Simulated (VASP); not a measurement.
Wanted: the native input for a VASP 6.6.1 run.

```yaml
Task: single point
Functional: PBE
Potentials_or_basis: VASP PAW PBE potentials, release 64 (Mo_sv, Se)
Cutoff: 520 eV
k_mesh: 9 × 9 × 3
Occupations: methfessel-paxton, width 0.052 eV
Spin: no spin polarisation
Dipole_correction: no
k_mesh_for_the_DOS: 14 × 14 × 5
Occupations_for_the_DOS: tetrahedron
Further_INCAR_settings: ALGO = Normal; EDIFF = 1e-06
```

Crystal: MoSe.

```
Mo Se
1.0
     2.94235    0.00000    0.00000
     0.00000    2.94235    0.00000
     0.00000    0.00000    9.07225
Mo Se
2 2
Direct
  0.00000 0.50000 0.60800
  0.50000 0.00000 0.39200
  0.00000 0.50000 0.13000
  0.50000 0.00000 0.87000
```

The input as run:

POSCAR

```
MoSe
1.0
    2.9423512800      0.0000000000      0.0000000000
    0.0000000000      2.9423512800      0.0000000000
    0.0000000000      0.0000000000      9.0722495200
Mo Se
2 2
Direct
    0.0000000000      0.5000000000      0.6080000000
    0.5000000000      0.0000000000      0.3920000000
    0.0000000000      0.5000000000      0.1300000000
    0.5000000000      0.0000000000      0.8700000000
```

INCAR.step1

```
SYSTEM = MoSe
PREC = Accurate
ENCUT = 520
EDIFF = 1E-6
ISMEAR = 1
SIGMA = 0.052
LREAL = .False.
LASPH = .True.
NELM = 60
ALGO = Normal
ISIF = 2
LWAVE = .False.
LCHARG = .True.
LMAXMIX = 4
GGA = PE
NBANDS = 28
```

KPOINTS.step1

```
Automatic mesh
0
Gamma
  9 9 3
  0 0 0
```

INCAR.step2

```
SYSTEM = MoSe
PREC = Accurate
ENCUT = 520
EDIFF = 1E-6
ISMEAR = -5
SIGMA = 0.052
LREAL = .False.
LASPH = .True.
NELM = 60
ALGO = Normal
ISIF = 2
LWAVE = .False.
LCHARG = .False.
LMAXMIX = 4
GGA = PE
LORBIT = 10
NEDOS = 2001
ICHARG = 11
```

KPOINTS.step2

```
Automatic mesh
0
Gamma
  14 14 5
  0 0 0
```

Potentials or basis: VASP PAW PBE potentials, release 64 (Mo_sv, Se).

Command:

```sh
$ cat potpaw_PBE.64/Mo_sv/POTCAR potpaw_PBE.64/Se/POTCAR > POTCAR
$ cp INCAR.step1 INCAR
$ cp KPOINTS.step1 KPOINTS
$ mpirun -np 1 vasp_std > vasp.out
$ cp INCAR.step2 INCAR
$ cp KPOINTS.step2 KPOINTS
$ mpirun -np 1 vasp_std > vasp.out
```

It gave:

* Valence electrons inside the program's atomic spheres: Mo 12.22; Se 3.67

Wall time 4.4 min on 1 thread of AMD EPYC 7R13 (shared host), peak memory 0.29 GiB.
